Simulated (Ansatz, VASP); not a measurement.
**GaSb in VASP and in Ansatz**

INCAR

```
  PREC = Accurate
  ENCUT = 520
  EDIFF = 1E-6
  ISMEAR = 0
  SIGMA = 0.15
  LREAL = F
  LASPH = T
  NELM = 60
  ALGO = Normal
  ISIF = 2
  LWAVE = F
  LCHARG = F
  GGA = PS
  NBANDS = 16
```

KPOINTS

```
Automatic mesh
0
Gamma
  16 16 16
```

File POSCAR:

```
GaSb
1.0
    0.0000000000      3.3231346802      2.5920450506
    3.3231346802      0.0000000000      2.5920450506
    3.3231346802      3.3231346802      0.0000000000
Ga Sb
1 1
Direct
    0.0000000000      0.0000000000      0.0000000000
    0.7500000000      0.7500000000      0.7500000000
```

Input for Ansatz:

```yaml
crystal:
  lattice:
    - [0.0, 3.3231346802, 2.5920450506]
    - [3.3231346802, 0.0, 2.5920450506]
    - [3.3231346802, 3.3231346802, 0.0]
  atoms:
    - { symbol: Ga, position: [0.0, 0.0, 0.0] }
    - { symbol: Sb, position: [0.75, 0.75, 0.75] }
basis:
  ecutwfc: 420
kpoints:
  mp_grid: { grid: [16, 16, 16] }
hamiltonian:
  xc: pbesol
scf:
  occupations: { method: gaussian, width: 0.15 }
output:
  forces: true
  stress: true
  eigenvalues: true
```

Alike in both runs: task single point; functional PBEsol; k mesh 16 × 16 × 16; occupations gaussian, width 0.15 eV; no spin polarisation.

|  | VASP | Ansatz |
| --- | --- | --- |
| version | VASP 6.6.1 | Ansatz 0.2.0 |
| potentials or method | VASP PAW PBE potentials, release 64 (Ga_d, Sb), cutoff 520 eV | scalar-relativistic, plane waves, PAW |
| valence electrons in the cell | 18 | 28 |

|  | VASP | Ansatz | Ansatz less VASP |
| --- | --- | --- | --- |
| gap on the k mesh at the Fermi level (eV) | none | none | - |
| pressure (GPa) | -1.0 | -1.1 | -0.09 |
| traceless stress, the component that is largest in VASP (GPa) | 3.48 | 3.51 | +0.027 |

VASP's potentials were made for PBE, not for PBEsol. A gap of «none» marks a metal or a gap that the smearing closes. VASP's potentials hold 18 valence electrons a cell and Ansatz's 28, so a difference there can come from the potentials and not from the codes.

Spin-orbit coupling is off throughout.
